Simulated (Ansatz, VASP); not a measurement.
**One calculation of LiF, two programs**

```xyz
4
Lattice="3.0464 0.0000 0.0000 -1.5232 2.6383 0.0000 0.0000 0.0000 4.6092" Properties=species:S:1:pos:R:3 pbc="T T T"
Li    0.0000    1.7588    1.7698
Li    1.5232    0.8794    4.0745
F     0.0000    1.7588    4.5678
F     1.5232    0.8794    2.2632
```

Alike in both runs: task single point; functional LDA; k mesh 9 × 9 × 6; occupations gaussian, width 0.05 eV; no spin polarisation.

|  | VASP | Ansatz |
| --- | --- | --- |
| version | VASP 6.6.1 | Ansatz 0.2.0 |
| potentials or method | VASP PAW LDA potentials, release 64 (Li_sv, F), cutoff 520 eV | scalar-relativistic, plane waves, PAW |
| valence electrons in the cell | 20 | 20 |

VASP gave:

| Quantity | Value |
| --- | --- |
| gap on the k mesh at the Fermi level (eV) | 7.80 |
| least direct gap on the mesh (eV) | 7.80 |
| rms of the force components (eV/Å) | 0.047 |

Problem. Estimate Ansatz's values.

Solution. gap on the k mesh at the Fermi level (eV): 7.81; least direct gap on the mesh (eV): 7.81; rms of the force components (eV/Å): 0.045.

LDA's correlation is that of Perdew and Zunger in VASP and of Perdew and Wang (1992) in Ansatz. Atom by atom the forces differ by 0.002 eV/Å (rms over components).

Noted on VASP's run: the cutoff is under 1.25 times that of the potentials, so the pressure is a little rough.
